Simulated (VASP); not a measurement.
# Pb (P6_3/mmc) in VASP: further runs, part 3 of 3

VASP 6.6.1. Earlier steps stand in the parts before.

## (6) Relaxation of cell and atoms, RPBE

This run uses another cell than the first one, of 29.31 Å³/atom, 0.839 times its volume.

Input file INCAR:

```
SYSTEM = Pb
  PREC = Accurate
  ENCUT = 600
  EDIFF = 1E-6
  ISMEAR = -1
  SIGMA = 0.05
  LREAL = .False.
  LASPH = .True.
  NELM = 80
  ALGO = Fast
  ISIF = 3
  LWAVE = .False.
  LCHARG = .False.
  GGA = RP
  IBRION = 2
  NSW = 60
  EDIFFG = -0.01
```

Input file KPOINTS:

```
regular mesh
0
Gamma
  9 9 5
  0 0 0
```

Input file POSCAR:

```
Pb
1.0
    3.4800000000      0.0000000000      0.0000000000
   -1.7400000000      3.0137684052      0.0000000000
    0.0000000000      0.0000000000      5.5900000000
Pb
2
Direct
    0.6666666667      0.3333333333      0.7500000000
    0.3333333333      0.6666666667      0.2500000000
```

Potentials or basis: VASP PAW PBE potentials, release 64 (Pb_d).

Launch:

```console
cat potpaw_PBE.64/Pb_d/POTCAR > POTCAR
mpirun -np 1 vasp_std > vasp.out
```

It took 3.8 min on 1 thread of Intel Xeon Platinum 8259CL at 2.50GHz (Skylake/Cascade Lake), shared host; peak memory 0.21 GiB.

Results (log left out):

```
Free energy                            : -6.3248 eV
Relaxed volume                         : 33.04 Å³/atom
Relaxed cell                           : a = 3.560 Å, b = 3.560 Å, c = 6.021 Å, α = 90.00°, β = 90.00°, γ = 120.00°
Space group after relaxing (to 0.05 Å) : P6_3/mmc (No. 194)
Energy gained by relaxing              : 70.8 meV/atom
Ionic steps                            : 9
Pressure after relaxing                : 0.0 GPa
Band gap on the k mesh                 : zero (band 14 reaches 11.98 eV, above the bottom of band 15 at 4.79 eV)
```

Step by step:
```csv
step,energy change (eV),largest force (eV/Å),pressure (GPa),volume (Å³)
1,0.0000,0.0000,5.84,58.63
2,-0.1356,0.0000,-0.80,68.15
3,-0.1393,0.0000,-0.04,66.53
4,-0.1393,0.0000,-0.12,66.70
5,-0.1403,0.0000,-0.12,66.55
6,-0.1415,0.0000,-0.06,66.11
7,-0.1415,0.0000,0.10,65.93
8,-0.1415,0.0000,0.06,66.04
9,-0.1415,0.0000,0.01,66.08
```

Final structure:
```
Pb
1.0
     3.55968    0.00000    0.00000
    -1.77984    3.08277    0.00000
     0.00000    0.00000    6.02139
Pb
2
Direct
  0.66667 0.33333 0.75000
  0.33333 0.66667 0.25000
```

Levels at points of the mesh, in eV from the Fermi level:
| k point | band 10 | band 11 | band 12 | band 13 | band 14 | band 15 | band 16 | band 17 | band 18 |
| --- | --- | --- | --- | --- | --- | --- | --- | --- | --- |
| (0.00, 0.00, 0.00) | -16.85 | -11.14 | -8.26 | -3.79 | 5.55 | 5.55 | 6.37 | 7.03 | 7.03 |

Caveat: the PAW data sets were made with another functional, which shifts forces and pressure a little; spin-orbit coupling is left out, which moves the levels of the heavy elements; the volume moved by +13 % from the deposited cell, more than functionals usually miss.

## (7) Overview

| task | level | potentials or basis | cell | cutoff (eV) | gap on the mesh (eV) | pressure (GPa) | relaxed volume (Å³/atom) |
| --- | --- | --- | --- | --- | --- | --- | --- |
| single point | BLYP | VASP PAW PBE potentials, release 64 (Pb_d) | a = 3.651, b = 3.651, c = 6.052 Å, angles 90.0, 90.0, 120.0°, 2 atoms | 520 | none | 0.0 | - |
| single point | r2SCAN | VASP PAW PBE potentials, release 64 (Pb_d) | a = 3.468, b = 3.468, c = 5.932 Å, angles 90.0, 90.0, 120.0°, 2 atoms | 520 | none | 0.0 | - |
| relaxation of cell and atoms | LDA | VASP PAW LDA potentials, release 64 (Pb_d) | relaxed from a = 3.480, b = 3.480, c = 5.590 Å, angles 90.0, 90.0, 120.0°, 2 atoms | 600 | none | 0.0 | 28.95 |
| relaxation of cell and atoms | PBE | VASP PAW PBE potentials, release 64 (Pb_d) | relaxed from a = 3.480, b = 3.480, c = 5.590 Å, angles 90.0, 90.0, 120.0°, 2 atoms | 600 | none | 0.0 | 31.72 |
| relaxation of cell and atoms | RPBE | VASP PAW PBE potentials, release 64 (Pb_d) | relaxed from a = 3.480, b = 3.480, c = 5.590 Å, angles 90.0, 90.0, 120.0°, 2 atoms | 600 | none | 0.0 | 33.04 |

Alike in all rows: no spin polarisation; k mesh 9 × 9 × 5; smearing fermi-dirac 0.05 eV.

Caveats: spin-orbit coupling is left out, which moves the levels of the heavy elements; the PAW data sets were made with another functional, which shifts forces and pressure a little (some runs); the volume moved by +13 % from the deposited cell, more than functionals usually miss (some runs).

Absolute energies hang on the potentials; compare differences alone.
